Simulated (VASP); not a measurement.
Here is a VASP 6.6.1 calculation.

INCAR

```
ALGO = Normal
EDIFF = 1E-7
ENCUT = 520
GGA = PE
ISIF = 2
ISMEAR = -1
LASPH = True
LCHARG = True
LELF = True
LREAL = False
LVHAR = True
LWAVE = False
NBANDS = 18
NELM = 100
PREC = Accurate
SIGMA = 0.05
```

The input KPOINTS:

```
k-points
0
Gamma
  8 8 8
```

The input POSCAR:

```
TiAl3
1.0
   -1.8919957036      1.8919957036      4.2806687947
    1.8919957036     -1.8919957036      4.2806687947
    1.8919957036      1.8919957036     -4.2806687947
Ti Al
1 3
Direct
    0.0000000000      0.0000000000      0.0000000000
    0.2500000000      0.7500000000      0.5000000000
    0.7500000000      0.2500000000      0.5000000000
    0.5000000000      0.5000000000      0.0000000000
```

Potentials or basis: VASP PAW PBE potentials, release 64 (Ti_sv, Al).

Run with:

```bash
$ cat potpaw_PBE.64/Ti_sv/POTCAR potpaw_PBE.64/Al/POTCAR > POTCAR
$ mpirun -np 1 vasp_std > vasp.out
```

Predict the band gap on the k mesh.

zero (an odd number of electrons rules out a gap without spin polarisation).

What does it give for the pressure?

4.5 GPa.

Stress tensor (GPa, compression positive):
```
5.25 0.00 0.00
0.00 5.25 0.00
0.00 0.00 2.99
```

Caveat: the cell stands under pressure.
